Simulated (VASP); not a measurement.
BAs2, 3 atoms in the cell. The structure is hexagonal, space group P6/mmm (No. 191). Conventional cell: a = 4.674 Å, b = 4.674 Å, c = 2.753 Å, α = 90.00°, β = 90.00°, γ = 120.00°. Within 3.6 Å of B (site symmetry 6/mmm) lie 2 B at 2.75 Å and 12 As at 3.03 Å. Within 3.6 Å of As (site symmetry -6m2) lie 5 As at 2.70 to 2.75 Å and 6 B at 3.03 Å. 

```yaml
Program: VASP 6.6.1
Task: relaxation of cell and atoms
Functional: PBE
Potentials_or_basis: VASP PAW PBE potentials, release 64 (B, As)
Cutoff: 600 eV
k_mesh: 12 × 12 × 16
Occupations: gaussian, width 0.1 eV
Spin: no spin polarisation
Dipole_correction: no
Further_INCAR_settings: ALGO = Normal; EDIFF = 1e-06; IBRION = 2; EDIFFG = -0.01; NSW = 80; ISIF = 3
```

Potentials or basis: VASP PAW PBE potentials, release 64 (B, As).

Command:

```bash
$ cat potpaw_PBE.64/B/POTCAR potpaw_PBE.64/As/POTCAR > POTCAR
$ mpirun -np 1 vasp_std > vasp.out
```

Hardware: 1 thread of Intel(R) Xeon(R) Platinum 8488C (Sapphire Rapids), with other jobs on the host.

Problem. Estimate the wall time of this run.

Solution. Run time: 3.4 min on 1 thread of Intel(R) Xeon(R) Platinum 8488C (Sapphire Rapids) (shared host), peak memory 0.28 GiB. Counts: scf iterations 33, k points 171, ion steps 5.
